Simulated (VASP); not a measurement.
# Ho2O (P4_2/mnm) in VASP: further runs

Runs on Ho2O. Level: PBE. Tasks: single point, relaxation of cell and atoms.

Everything below comes from runs of VASP 6.6.1. Logs are shortened: lines on timing, memory, paths and dates and some standing lists are left out, and cuts for length are marked.

## Step 1: The cell of the first run

It takes space group P4_2/mnm (No. 136, tetragonal). Conventional cell: a = 5.746 Å, b = 5.746 Å, c = 3.518 Å, α = 90.00°, β = 90.00°, γ = 90.00°. Ho (site symmetry m2m) has 3 O at 2.37 to 2.44 Å within 3.1 Å. Within 3.1 Å of O (site symmetry mmm) lie 6 Ho at 2.37 to 2.44 Å.

The cell was generated, and may not be a known phase.

## Step 2: Single point, PBE

File INCAR:

```
PREC = Accurate
ENCUT = 600
EDIFF = 1E-6
ISMEAR = 0
SIGMA = 0.1
LREAL = F
LASPH = T
NELM = 200
ALGO = Normal
ISIF = 2
LWAVE = F
LCHARG = F
GGA = PE
NBANDS = 33
GGA_COMPAT = F
LMAXMIX = 6
```

File KPOINTS:

```
Automatic mesh
0
Gamma
  4 4 6
```

File POSCAR:

```
Ho2O
1.0
    5.7456055152      0.0000000000      0.0000000000
    0.0000000000      5.7456055152      0.0000000000
    0.0000000000      0.0000000000      3.5182631811
Ho O
4 2
Direct
    0.7913510481      0.2086489519      0.0000000000
    0.2086489519      0.7913510481      0.0000000000
    0.2913510481      0.2913510481      0.5000000000
    0.7086489519      0.7086489519      0.5000000000
    0.0000000000      0.0000000000      0.5000000000
    0.5000000000      0.5000000000      0.0000000000
```

Potentials or basis: VASP PAW PBE potentials, release 64 (Ho_3, O), 4f in core.

Command:

```console
$ cat potpaw_PBE.64/Ho_3/POTCAR potpaw_PBE.64/O/POTCAR > POTCAR
$ mpirun -np 1 vasp_std > vasp.out
```

OUTCAR:

```text
PREC = Accurate
   ENCUT = 600
   EDIFF = 1E-6
   ISMEAR = 0
   LREAL = F
   LASPH = T
   NELM = 200
   ISIF = 2
   GGA = PE

 ion  position               nearest neighbor table
   1  0.791  0.209  0.000-   6 2.37   5 2.44   5 2.44   2 3.39   4 3.40   3 3.40   4 3.40   3 3.40
                             4 3.40   4 3.40   3 3.40   3 3.40
   2  0.209  0.791  0.000-   6 2.37   5 2.44   5 2.44   1 3.39   4 3.40   3 3.40   4 3.40   3 3.40
                             3 3.40   3 3.40   4 3.40   4 3.40
   3  0.291  0.291  0.500-   5 2.37   6 2.44   6 2.44   4 3.39   1 3.40   1 3.40   2 3.40   2 3.40
                             2 3.40   2 3.40   1 3.40   1 3.40
   4  0.709  0.709  0.500-   5 2.37   6 2.44   6 2.44   3 3.39   1 3.40   1 3.40   2 3.40   2 3.40
                             1 3.40   1 3.40   2 3.40   2 3.40
   5  0.000  0.000  0.500-   3 2.37   4 2.37   1 2.44   2 2.44   1 2.44   2 2.44
   6  0.500  0.500  0.000-   1 2.37   2 2.37   3 2.44   4 2.44   3 2.44   4 2.44

  LATTYP: Found a simple tetragonal cell.
 ALAT       =     5.7456055152
 C/A-ratio  =     0.6123398433

  Lattice vectors:

 A1 = (   5.7456055152,   0.0000000000,   0.0000000000)
 A2 = (   0.0000000000,   5.7456055152,   0.0000000000)
 A3 = (   0.0000000000,   0.0000000000,   3.5182631811)

Analysis of symmetry for initial positions (statically):
=====================================================================
 Subroutine PRICEL returns:
 Original cell was already a primitive cell.

 Routine SETGRP: Setting up the symmetry group for a
 simple tetragonal supercell.

 Subroutine GETGRP returns: Found 16 space group operations
 (whereof  8 operations were pure point group operations)
 out of a pool of 16 trial point group operations.

The static configuration has the point symmetry D_2h.
 The point group associated with its full space group is D_4h.

Analysis of symmetry for dynamics (positions and initial velocities):
=====================================================================
 Subroutine PRICEL returns:
 Original cell was already a primitive cell.

 Routine SETGRP: Setting up the symmetry group for a
 simple tetragonal supercell.

 Subroutine GETGRP returns: Found 16 space group operations
 (whereof  8 operations were pure point group operations)
 out of a pool of 16 trial point group operations.

The dynamic configuration has the point symmetry D_2h.
 The point group associated with its full space group is D_4h.

 Subroutine INISYM returns: Found 16 space group operations
 (whereof  8 operations are pure point group operations),
 and found     1 'primitive' translations

----------------------------------------------------------------------------------------

                                     Primitive cell

  volume of cell :     116.1448

  direct lattice vectors                    reciprocal lattice vectors
     5.745605515  0.000000000  0.000000000     0.174046060  0.000000000  0.000000000
     0.000000000  5.745605515  0.000000000     0.000000000  0.174046060  0.000000000
     0.000000000  0.000000000  3.518263181     0.000000000  0.000000000  0.284231153

  length of vectors
     5.745605515  5.745605515  3.518263181     0.174046060  0.174046060  0.284231153

  position of ions in fractional coordinates (direct lattice)
     0.791351048  0.208648952  0.000000000
     0.208648952  0.791351048  0.000000000
     0.291351048  0.291351048  0.500000000
     0.708648952  0.708648952  0.500000000
     0.000000000  0.000000000  0.500000000
     0.500000000  0.500000000  0.000000000

  ion indices of the primitive-cell ions
   primitive index   ion index
                 1           1
                 2           2
                 3           3
                 4           4
                 5           5
                 6           6

----------------------------------------------------------------------------------------

 KPOINTS: Automatic mesh

Automatic generation of k-mesh.
 Grid dimensions read from file:
 generate k-points for:    4    4    6

 Generating k-lattice:

  Cartesian coordinates                     Fractional coordinates (reciprocal lattice)
     0.043511515  0.000000000  0.000000000     0.250000000  0.000000000  0.000000000
     0.000000000  0.043511515  0.000000000     0.000000000  0.250000000  0.000000000
     0.000000000  0.000000000  0.047371859     0.000000000  0.000000000  0.166666667

  Length of vectors
     0.043511515  0.043511515  0.047371859

  Shift w.r.t. Gamma in fractional coordinates (k-lattice)
     0.000000000  0.000000000  0.000000000

 Subroutine IBZKPT returns following result:
 ===========================================

 Found     24 irreducible k-points:

 Following reciprocal coordinates:
            Coordinates               Weight
  0.000000  0.000000  0.000000      1.000000
  0.250000  0.000000  0.000000      4.000000
  0.500000  0.000000  0.000000      2.000000
  0.250000  0.250000  0.000000      4.000000
  0.500000  0.250000  0.000000      4.000000
  0.500000  0.500000  0.000000      1.000000
[... 16 lines left out ...]
  0.500000  0.250000  0.500000      4.000000
  0.500000  0.500000  0.500000      1.000000
   k-points           NKPTS =     24   k-points in BZ     NKDIM =     24   number of bands    NBANDS=     33
   number of dos      NEDOS =    301   number of ions     NIONS =      6
   total plane-waves  NPLWV =  64512
   dimension x,y,z NGX =    48 NGY =   48 NGZ =   28
   dimension x,y,z NGXF=    96 NGYF=   96 NGZF=   56
   ions per type =               4   2
   NGX,Y,Z   is equivalent  to a cutoff of  13.89, 13.89, 13.23 a.u.
   NGXF,Y,Z  is equivalent  to a cutoff of  27.78, 27.78, 26.46 a.u.
 SYSTEM =  unknown system
   PREC   = accura    normal or accurate (medium, high low for compatibility)
   ISTART =      0    job   : 0-new  1-cont  2-samecut
   ICHARG =      2    charge: 1-file 2-atom 10-const
   ISPIN  =      1    spin polarized calculation?
   LNONCOLLINEAR =      F non collinear calculations
   LSORBIT =      F    spin-orbit coupling
   LASPH  =      T    aspherical Exc in radial PAW
   ENCUT  =  600.0 eV  44.10 Ry    6.64 a.u.  11.48 11.48  7.03*2*pi/ulx,y,z
   NELM   =    200;   NELMIN=  2; NELMDL= -5     # of ELM steps
   EDIFF  = 0.1E-05   stopping-criterion for ELM
   LREAL  =      F    real-space projection
   EDIFFG = 0.1E-04   stopping-criterion for IOM
   NSW    =      0    number of steps for IOM
   IBRION =     -1    ionic relax: 0-MD 1-quasi-New 2-CG
   NFREE  =      0    steps in history (QN), initial steepest desc. (CG)
   ISIF   =      2    stress and relaxation
   ISYM   =      2    0-nonsym 1-usesym 2-fastsym
   POTIM  = 0.5000    time-step for ionic-motion
   TEBEG  =    0.0;   TEEND  =   0.0 temperature during run
   PSTRESS=    0.0 pullay stress
   NELECT =      48.0000    total number of electrons
   NUPDOWN=      -1.0000    fix difference up-down
   EMIN   =  10.00;   EMAX   =-10.00  energy-range for DOS
   EFERMI =   0.00;   METHOD = LEGACY
   ISMEAR =     0;   SIGMA  =   0.10  broadening in eV -4-tet -1-fermi 0-gaus
   EFERMI_NEDOS =   21; number of points for ismear=-14 and -15
   IALGO  =     38    algorithm
   IMIX   =      4    mixing-type and parameters
     AMIX     =   0.40;   BMIX     =  1.00
     AMIX_MAG =   1.60;   BMIX_MAG =  1.00
  volume/ion in A,a.u.               =      19.36       130.63
  Fermi-wavevector in a.u.,A,eV,Ry     =   1.219425  2.304380 20.231843  1.486999
  Thomas-Fermi vector in A             =   2.354678
   LORBIT       =      0    0 simple, 1 ext, 2 COOP (PROOUT), +10 PAW based schemes
   GGA     = PE    functional components
   LHFCALC =     F    Hartree Fock is set to
   AEXX    =    0.0000 exact exchange contribution
   IVDW    =     0    specifies the selected vdW correction
   LEPSILON=     F    determine dielectric tensor
   LRPA    =     F    only Hartree local field effects (RPA)
 non-spin polarized calculation
 Gauss-broadening in eV      SIGMA  =   0.10
  energy-cutoff  :      600.00
  volume of cell :      116.14
 maximum number of plane-waves:      3912
 NGX is ok and might be reduce to    48
   NGX = 23   NGY = 23   NGZ = 15

 number of electron      48.0000002 magnetization

 Free energy of the ion-electron system (eV)
  ---------------------------------------------------
  ext. energy  EPLUGINS =         0.00000000
  ---------------------------------------------------
  free energy    TOTEN  =       -38.94605825 eV

  energy without entropy =      -38.92043095  energy(sigma->0) =      -38.93324460

 E-fermi :   4.3197     XC(G=0): -10.8236

 val. band max:        4.3167553179   @ k =   0.2500   0.0000   0.0000
 cond. band min:       4.3543399163   @ k =   0.2500   0.0000   0.3333
 fundamental gap:      0.0375845984
 Fermi energy:         4.3196953805

 k-point     1 :       0.0000    0.0000    0.0000
  band No.  band energies     occupation
      1     -20.6023      2.00000
      2     -19.8183      2.00000
      3     -19.7323      2.00000
      4     -19.7323      2.00000
      5     -19.4953      2.00000
      6     -19.2856      2.00000
[... 25 lines left out ...]
     32       7.8336      0.00000
     33       7.8839      0.00000

 k-point     2 :       0.2500    0.0000    0.0000
  band No.  band energies     occupation
      1     -20.4771      2.00000
      2     -19.8588      2.00000
      3     -19.7735      2.00000
      4     -19.6333      2.00000
      5     -19.4624      2.00000
      6     -19.3312      2.00000
[... 25 lines left out ...]
     32       7.6951      0.00000
     33       7.7498      0.00000
[... 754 lines left out ...]
     32       8.8563      0.00000
     33       9.1358      0.00000

 k-point    24 :       0.5000    0.5000    0.5000
  band No.  band energies     occupation
      1     -20.3017      2.00000
      2     -20.3017      2.00000
      3     -19.8901      2.00000
      4     -19.8901      2.00000
      5     -19.3971      2.00000
      6     -19.3971      2.00000
[... 25 lines left out ...]
     32       8.6127      0.00000
     33      10.0374      0.00000

------------------------ aborting loop because EDIFF is reached ----------------------------------------

  FORCE on cell =-STRESS in cart. coord.  units (eV):
  Direction    XX          YY          ZZ          XY          YZ          ZX
  --------------------------------------------------------------------------------------
  -------------------------------------------------------------------------------------
  Total        0.7796224      0.7796224      0.5375374      0.0000000      0.0000000      0.0000000
  in kB       10.7546174     10.7546174      7.4151395      0.0000000      0.0000000      0.0000000
  external PRESSURE =       9.6414581 kB  Pullay stress =       0.0000000 kB

 VOLUME and BASIS-vectors are now :
 -----------------------------------------------------------------------------
  energy-cutoff  :      600.00
  volume of cell :      116.14
      direct lattice vectors                 reciprocal lattice vectors
     5.745605515  0.000000000  0.000000000     0.174046060  0.000000000  0.000000000
     0.000000000  5.745605515  0.000000000     0.000000000  0.174046060  0.000000000
     0.000000000  0.000000000  3.518263181     0.000000000  0.000000000  0.284231153

 POSITION                                       TOTAL-FORCE (eV/Angst)
 -----------------------------------------------------------------------------------
      4.54679      1.19881      0.00000        -0.024989      0.024989     -0.000000
      1.19881      4.54679      0.00000         0.024989     -0.024989     -0.000000
      1.67399      1.67399      1.75913        -0.024989     -0.024989      0.000000
      4.07162      4.07162      1.75913         0.024989      0.024989     -0.000000
      0.00000      0.00000      1.75913         0.000000      0.000000     -0.000000
      2.87280      2.87280      0.00000         0.000000      0.000000     -0.000000
 -----------------------------------------------------------------------------------
    total drift:                                0.000000      0.000000     -0.000000

  FREE ENERGIE OF THE ION-ELECTRON SYSTEM (eV)
  ---------------------------------------------------
  free  energy   TOTEN  =       -38.9460582457 eV

  energy  without entropy=      -38.9204309542  energy(sigma->0) =      -38.93324460
```

It took 1.8 min on 1 thread of Intel Xeon Platinum 8259CL at 2.50GHz (Skylake/Cascade Lake), shared host; peak memory 0.29 GiB.

Results:

- Free energy: -38.9461 eV
- Pressure: 1.0 GPa
- Largest force: 0.035 eV/Å
- Band gap on the k mesh: zero (bands 24 and 25 overlap by 0.41 eV)

Forces on the atoms (eV/Å):
```
Ho  -0.025  0.025  0.000
Ho   0.025 -0.025  0.000
Ho  -0.025 -0.025  0.000
Ho   0.025  0.025  0.000
O    0.000  0.000  0.000
O    0.000  0.000  0.000
```

Stress tensor (GPa, compression positive):
```
1.08 0.00 0.00
0.00 1.08 0.00
0.00 0.00 0.74
```

Caveat: spin-orbit coupling is left out, which moves the levels of the heavy elements; the 4f electrons are frozen in the core, so they carry no moment and show no levels; the run has no spin polarisation, though such a crystal can be magnetic.

## Step 3: Relaxation of cell and atoms, PBE

This run uses another cell than the first one, of 22.74 Å³/atom.

File INCAR:

```
SYSTEM = Ho2O
PREC = Accurate ; ENCUT = 600
EDIFF = 1E-7 ; ISMEAR = 0
SIGMA = 0.2 ; LREAL = .FALSE.
LASPH = .TRUE. ; NELM = 200
ALGO = Normal ; ISIF = 3
LWAVE = .FALSE. ; LCHARG = .FALSE.
GGA = PE ; IBRION = 2
NSW = 36 ; EDIFFG = -0.08
GGA_COMPAT = .FALSE. ; NELMIN = 4
LMAXMIX = 6
```

File KPOINTS:

```
regular mesh
0
G
  3 3 4
  0 0 0
```

File POSCAR:

```
Ho2O
1.0
    5.5455695100      0.0000000000      0.0000000000
    0.0000000000      5.5455695100      0.0000000000
    0.0000000000      0.0000000000      4.4361171200
Ho O
4 2
Direct
    0.8156068100      0.1843931900      0.0000000000
    0.1843931900      0.8156068100      0.0000000000
    0.3156068100      0.3156068100      0.5000000000
    0.6843931900      0.6843931900      0.5000000000
    0.0000000000      0.0000000000      0.5000000000
    0.5000000000      0.5000000000      0.0000000000
```

Potentials or basis: VASP PAW PBE potentials, release 64 (Ho_3, O), 4f in core.

Command:

```console
$ cat potpaw_PBE.64/Ho_3/POTCAR potpaw_PBE.64/O/POTCAR > POTCAR
$ mpirun -np 1 vasp_std > vasp.out
```

It took 2.4 min on 1 thread of Intel Xeon 6975P-C (Granite Rapids), shared host; peak memory 0.31 GiB.

The run converged. Its results:

| Property | Result |
| --- | --- |
| Free energy | -39.0588 eV |
| Relaxed volume | 19.54 Å³/atom |
| Relaxed cell | a = 5.770 Å, b = 5.770 Å, c = 3.522 Å, α = 90.00°, β = 90.00°, γ = 90.00° |
| Space group after relaxing (to 0.1 Å) | P4_2/mnm (No. 136) |
| Energy gained by relaxing | 587.2 meV/atom |
| Ionic steps | 6 |
| Pressure after relaxing | 0.0 GPa |
| Largest force after relaxing | 0.076 eV/Å |
| Band gap on the k mesh | zero (bands 24 and 25 overlap by 0.45 eV) |

Forces in eV/Å, atoms in the order of the input:
```
Ho  -0.053  0.053  0.000
Ho   0.053 -0.053  0.000
Ho  -0.053 -0.053  0.000
Ho   0.053  0.053  0.000
O    0.000  0.000  0.000
O    0.000  0.000  0.000
```

Stress tensor (GPa, compression positive):
```
-0.15  0.00  0.00
 0.00 -0.15  0.00
 0.00  0.00  0.24
```

The path:
```
step  energy change (eV)  largest force (eV/Å)  pressure (GPa)  volume (Å³)
   1              0.0000                2.4627           -8.42       136.43
   2             -3.1497                0.6963            3.89       112.93
   3             -3.2105                0.5492            6.62       110.15
   4             -3.5010                0.0436           -2.08       120.12
   5             -3.5175                0.1292           -0.66       118.12
   6             -3.5230                0.0755           -0.02       117.24
```

Final structure:
```yaml
crystal:
  lattice:
    - [5.76959, 0.00000, 0.00000]
    - [0.00000, 5.76959, 0.00000]
    - [0.00000, 0.00000, 3.52188]
  atoms:
    - { symbol: Ho, position: [0.79322, 0.20678, 0.00000] }
    - { symbol: Ho, position: [0.20678, 0.79322, 0.00000] }
    - { symbol: Ho, position: [0.29322, 0.29322, 0.50000] }
    - { symbol: Ho, position: [0.70678, 0.70678, 0.50000] }
    - { symbol: O, position: [0.00000, 0.00000, 0.50000] }
    - { symbol: O, position: [0.50000, 0.50000, 0.00000] }
```

Levels at points of the mesh, in eV from the Fermi level:
| k point | band 21 | band 22 | band 23 | band 24 | band 25 | band 26 | band 27 | band 28 |
| --- | --- | --- | --- | --- | --- | --- | --- | --- |
| (0.00, 0.00, 0.00) | -3.96 | -1.15 | 0.24 | 0.24 | 0.58 | 1.30 | 1.62 | 1.72 |
| (0.00, 0.00, 0.50) | -0.86 | -0.86 | -0.30 | -0.30 | -0.21 | -0.21 | 2.19 | 2.19 |

Caveat: the k points lie up to 0.45 Å⁻¹ apart in the final cell; a cell axis changed by over 15 % at a fixed basis, so the end point is rough; spin-orbit coupling is left out, which moves the levels of the heavy elements; the 4f electrons are frozen in the core, so they carry no moment and show no levels; the run has no spin polarisation, though such a crystal can be magnetic; the relaxation stopped at a loose force limit of 0.08 eV/Å, so its end isn't a converged minimum. Spin polarisation is off, so any magnetic state and its effect on volume and gap are missing.

The gap in the log of VASP goes by the Fermi energy; the results here count the filled bands.